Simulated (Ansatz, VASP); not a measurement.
One calculation of Pb, two programs

```
Pb
1.0
     0.00000    3.36880    3.36880
     3.36880    0.00000    3.36880
     3.36880    3.36880    0.00000
Pb
2
Cartesian
  1.6844 1.6844 1.6844
  0.0000 0.0000 0.0000
```

Change from the starting cell: volume scaled by 0.94.

Alike in both runs: task single point; functional PBE; k mesh 7 × 7 × 7; occupations fermi-dirac, width 0.05 eV; no spin polarisation.

```csv
,VASP,Ansatz
version,VASP 6.6.1,Ansatz 0.2.0
potentials or method,"VASP PAW PBE potentials, release 64 (Pb_d), cutoff 520 eV","all-electron LAPW, scalar-relativistic"
```

```csv
,VASP,Ansatz,Ansatz less VASP
gap on the k mesh at the Fermi level (eV),none,none,-
pressure (GPa),4.9,5.0,+0.09
```

A gap of «none» marks a metal or a gap that the smearing closes. Ansatz ran all-electron here, and VASP with PAW potentials.

Neither program's run includes spin-orbit coupling.
